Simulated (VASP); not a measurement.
Here is a VASP 6.6.1 calculation.

INCAR

```
SYSTEM = SrVO3
PREC     = Accurate       ! precision mode
ENCUT    = 520            ! plane-wave cutoff, eV
EDIFF    = 1E-6           ! SCF threshold, eV
ISMEAR   = 0              ! smearing method
SIGMA    = 0.1            ! smearing width, eV
LREAL    = .False.        ! projectors in reciprocal space
LASPH    = .True.         ! aspherical terms in the spheres
NELM     = 150            ! most SCF steps
ALGO     = Normal         ! electronic algorithm
ISIF     = 2              ! what is computed and relaxed
LWAVE    = .False.        ! write WAVECAR
LCHARG   = .False.        ! write CHGCAR
ISPIN    = 2              ! spin polarisation
MAGMOM   = 0 0.29 0 0 0   ! initial moments
LORBIT   = 11             ! projections on sites
LMAXMIX  = 4              ! l up to which the mixer works
GGA      = PE             ! functional
NBANDS   = 32             ! bands
```

Contents of KPOINTS:

```
Automatic mesh
0
Gamma
  10 10 10
  0 0 0
```

File POSCAR:

```
SrVO3
1.0
    3.8588620664      0.0000000000      0.0000000000
    0.0000000000      3.8588620664      0.0000000000
    0.0000000000      0.0000000000      3.8588620664
Sr V O
1 1 3
Direct
    0.5000000000      0.5000000000      0.5000000000
    0.0000000000      0.0000000000      0.0000000000
    0.5000000000      0.0000000000      0.0000000000
    0.0000000000      0.5000000000      0.0000000000
    0.0000000000      0.0000000000      0.5000000000
```

Potentials or basis: VASP PAW PBE potentials, release 64 (Sr_sv, V_sv, O).

The run is started by

```bash
$ cat potpaw_PBE.64/Sr_sv/POTCAR potpaw_PBE.64/V_sv/POTCAR potpaw_PBE.64/O/POTCAR > POTCAR
$ mpirun -np 1 vasp_std > vasp.out
```

Question: Estimate the site moments.

Answer: Sr +0.00; V +0.32; O -0.00 μB.

Question: What does it give for the pressure?

Answer: 0.9 GPa.

Question: Predict the net moment.

Answer: 0.34 μB per cell.
